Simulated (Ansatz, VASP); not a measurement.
# One calculation of KZnF3, two programs

File INCAR:

```
SYSTEM = KZnF3
PREC = Accurate
ENCUT = 520
EDIFF = 1E-6
ISMEAR = 0
SIGMA = 0.05
LREAL = .False.
LASPH = .True.
NELM = 60
ALGO = Normal
ISIF = 2
LWAVE = .False.
LCHARG = .False.
NBANDS = 29
```

File KPOINTS:

```
regular mesh
0
Gamma
  6 6 6
  0 0 0
```

The input POSCAR:

```
KZnF3
1.0
    4.0500000000      0.0000000000      0.0000000000
    0.0000000000      4.0500000000      0.0101250000
    0.0000000000      0.0101250000      4.0500000000
K Zn F
1 1 3
Direct
    0.0000000000      0.0000000000      0.0000000000
    0.5000000000      0.5000000000      0.5000000000
    0.5000000000      0.5000000000      0.0000000000
    0.0000000000      0.5000000000      0.5000000000
    0.5000000000      0.0000000000      0.5000000000
```

Input for Ansatz:

```yaml
crystal:
  lattice:
    - [4.05, 0.0, 0.0]
    - [0.0, 4.05, 0.010125]
    - [0.0, 0.010125, 4.05]
  atoms:
    - { symbol: K, position: [0.0, 0.0, 0.0] }
    - { symbol: Zn, position: [0.5, 0.5, 0.5] }
    - { symbol: F, position: [0.5, 0.5, 0.0] }
    - { symbol: F, position: [0.0, 0.5, 0.5] }
    - { symbol: F, position: [0.5, 0.0, 0.5] }
basis:
  ecutwfc: 420
kpoints:
  mp_grid: { grid: [6, 6, 6] }
hamiltonian:
  xc: lda
scf:
  occupations: { method: gaussian, width: 0.05 }
output:
  forces: true
  stress: true
  eigenvalues: true
```

Change from the starting cell: strain +0.0050 x Voigt [0, 0, 0, 1, 0, 0], atoms carried along.

Alike in both runs: task single point; functional LDA; k mesh 6 × 6 × 6; occupations gaussian, width 0.05 eV; no spin polarisation.

|  | VASP | Ansatz |
| --- | --- | --- |
| version | VASP 6.6.1 | Ansatz 0.2.0 |
| potentials or method | VASP PAW LDA potentials, release 64 (K_sv, Zn, F), cutoff 520 eV | scalar-relativistic, plane waves, PAW |
| valence electrons in the cell | 42 | 42 |

```tsv
	VASP	Ansatz	Ansatz less VASP
gap on the k mesh at the Fermi level (eV)	3.59	3.63	+0.039
least direct gap on the mesh (eV)	5.39	5.41	+0.024
pressure (GPa)	-4.4	-4.8	-0.43
traceless stress, the component that is largest in VASP (GPa)	-0.16	-0.16	-0.001
```

LDA's correlation is that of Perdew and Zunger in VASP and of Perdew and Wang (1992) in Ansatz.
